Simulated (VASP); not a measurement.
A run of VASP 6.6.1 is set up as follows.

INCAR

```
SYSTEM = CaSe
PREC = Accurate
ENCUT = 520
EDIFF = 1E-6
ISMEAR = 0
SIGMA = 0.01
LREAL = .FALSE.
LASPH = .TRUE.
NELM = 80
ALGO = Normal
ISIF = 2
LWAVE = .FALSE.
LCHARG = .TRUE.
GGA = PS
LELF = .TRUE.
LVHAR = .TRUE.
NBANDS = 15
```

Contents of KPOINTS:

```
regular mesh
0
G
  6 6 6
  0 0 0
```

Contents of POSCAR:

```
CaSe
1.0
    0.0000000000      2.9344539877      2.9344539877
    2.9344539877      0.0000000000      2.9344539877
    2.9344539877      2.9344539877      0.0000000000
Ca Se
1 1
Direct
    0.0000000000      0.0000000000      0.0000000000
    0.5000000000      0.5000000000      0.5000000000
```

Potentials or basis: VASP PAW PBE potentials, release 64 (Ca_sv, Se).

Run with:

```bash
$ cat potpaw_PBE.64/Ca_sv/POTCAR potpaw_PBE.64/Se/POTCAR > POTCAR
$ mpirun -np 1 vasp_std > vasp.out
```

(1) Predict the pressure.

(2) Predict the band gap on the k mesh.

## Answers

(1) 0.2 GPa.

(2) 1.87 eV, indirect (least direct gap 2.84 eV).

Caveat: the PAW data sets were made with another functional, which shifts forces and pressure a little.
